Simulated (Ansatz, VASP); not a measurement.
# One calculation of C, two programs

INCAR

```
SYSTEM = C
PREC = Accurate
ENCUT = 520
EDIFF = 1E-7
ISMEAR = 0
SIGMA = 0.05
LREAL = .False.
LASPH = .True.
NELM = 60
ALGO = Normal
ISIF = 2
LWAVE = .False.
LCHARG = .False.
NBANDS = 36
```

Contents of KPOINTS:

```
Automatic mesh
0
Gamma
  12 12 2
  0 0 0
```

File POSCAR:

```
C
1.0
    2.4340000000      0.0000000000      0.0000000000
   -1.2170000000      2.1079058328      0.0000000000
    0.0000000000      0.0000000000     12.4967000000
C
12
Direct
    0.0000000000      0.0000000000      0.1868599868
    0.0000000000      0.0000000000      0.6868599868
    0.0000000000      0.0000000000      0.3131400132
    0.0000000000      0.0000000000      0.8131400132
    0.3333333333      0.6666666667      0.5207718743
    0.6666666667      0.3333333333      0.0207718743
    0.3333333333      0.6666666667      0.9792281257
    0.6666666667      0.3333333333      0.4792281257
    0.3333333333      0.6666666667      0.6450609412
    0.6666666667      0.3333333333      0.1450609412
    0.3333333333      0.6666666667      0.8549390588
    0.6666666667      0.3333333333      0.3549390588
```

Input for Ansatz:

```yaml
crystal:
  lattice:
    - [2.434, 0.0, 0.0]
    - [-1.217, 2.1079058328, 0.0]
    - [0.0, 0.0, 12.4967]
  atoms:
    - { symbol: C, position: [0.0, 0.0, 0.1868599868] }
    - { symbol: C, position: [0.0, 0.0, 0.6868599868] }
    - { symbol: C, position: [0.0, 0.0, 0.3131400132] }
    - { symbol: C, position: [0.0, 0.0, 0.8131400132] }
    - { symbol: C, position: [0.3333333333, 0.6666666667, 0.5207718743] }
    - { symbol: C, position: [0.6666666667, 0.3333333333, 0.0207718743] }
    - { symbol: C, position: [0.3333333333, 0.6666666667, 0.9792281257] }
    - { symbol: C, position: [0.6666666667, 0.3333333333, 0.4792281257] }
    - { symbol: C, position: [0.3333333333, 0.6666666667, 0.6450609412] }
    - { symbol: C, position: [0.6666666667, 0.3333333333, 0.1450609412] }
    - { symbol: C, position: [0.3333333333, 0.6666666667, 0.8549390588] }
    - { symbol: C, position: [0.6666666667, 0.3333333333, 0.3549390588] }
basis:
  ecutwfc: 520.0
kpoints:
  mp_grid: { grid: [12, 12, 2] }
hamiltonian:
  xc: lda
  pseudopotentials: { kind: paw, azcp: { folder: soft_1 } }
scf:
  occupations: { method: gaussian, width: 0.05 }
output:
  forces: true
  stress: true
  eigenvalues: true
```

Alike in both runs: task single point; functional LDA; k mesh 12 × 12 × 2; occupations gaussian, width 0.05 eV; no spin polarisation.

|  | VASP | Ansatz |
| --- | --- | --- |
| version | VASP 6.6.1 | Ansatz 0.2.0 |
| potentials or method | VASP PAW LDA potentials, release 64 (C), cutoff 520 eV | scalar-relativistic, plane waves, PAW |
| valence electrons in the cell | 48 | 48 |

|  | VASP | Ansatz | Ansatz less VASP |
| --- | --- | --- | --- |
| gap on the k mesh at the Fermi level (eV) | 4.59 | 4.59 | 0.000 |
| least direct gap on the mesh (eV) | 4.59 | 4.59 | 0.000 |
| pressure (GPa) | 18.0 | 16.1 | -1.87 |
| traceless stress, the component that is largest in VASP (GPa) | -35.20 | -35.02 | +0.181 |
| rms of the force components (eV/Å) | 0.100 | 0.090 | -0.0098 |

Ansatz warns that its potentials were made for another functional, while VASP's fit it. LDA's correlation is that of Perdew and Zunger in VASP and of Perdew and Wang (1992) in Ansatz. Atom by atom the forces differ by 0.010 eV/Å (rms over components).
